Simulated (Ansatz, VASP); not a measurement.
## One calculation of BN, two programs

```
CELL_PARAMETERS angstrom
2.45859 0.00000 0.00000
-1.22929 2.17265 0.00000
0.00000 0.00000 26.00000
ATOMIC_POSITIONS crystal
B 0.99925 0.99851 0.50000
N 0.66741 0.33483 0.50000
```

Change from the starting cell: strain along x -0.020, atoms relaxed.

Alike in both runs: functional PBE; dispersion D3(BJ); k mesh 12 × 12 × 1; occupations gaussian, width 0.02 eV; no spin polarisation.

Ansatz relaxed the structure, and its values are those at the end. VASP's run is a single point on that final structure, the one shown.

|  | VASP | Ansatz |
| --- | --- | --- |
| version | VASP 6.6.1 | Ansatz 0.2.0 |
| potentials or method | VASP PAW PBE potentials, release 64 (B, N), cutoff 520 eV | scalar-relativistic, plane waves, PAW |
| valence electrons in the cell | 8 | 8 |

```tsv
	VASP	Ansatz	Ansatz less VASP
gap on the k mesh at the Fermi level (eV)	4.65	4.66	+0.003
least direct gap on the mesh (eV)	4.75	4.75	+0.003
```

Ansatz's warnings: stress scf threshold loose.
